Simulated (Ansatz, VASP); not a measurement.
# W: VASP beside Ansatz

```
W
1.0
     0.00000    2.00913    2.00913
     2.00913    0.00000    2.00913
     2.00913    2.00913    0.00000
W
1
Direct
  0.00000 0.00000 0.00000
```

Alike in both runs: functional r2SCAN; k mesh 8 × 8 × 8; occupations gaussian, width 0.1 eV; no spin polarisation.

Ansatz relaxed the structure, and its values are those at the end. VASP's run is a single point on that final structure, the one shown.

|  | VASP | Ansatz |
| --- | --- | --- |
| version | VASP 6.6.1 | Ansatz 0.2.0 |
| potentials or method | VASP PAW PBE potentials, release 64 (W_sv), cutoff 550 eV | scalar-relativistic, plane waves, PAW |
| valence electrons in the cell | 14 | 14 |

|  | VASP | Ansatz | Ansatz less VASP |
| --- | --- | --- | --- |
| gap on the k mesh at the Fermi level (eV) | none | none | - |
| pressure (GPa) | 1.1 | 0.1 | -1.04 |

VASP's potentials were made for PBE, not for r2SCAN. A gap of «none» marks a metal or a gap that the smearing closes.

Spin-orbit coupling is off throughout.
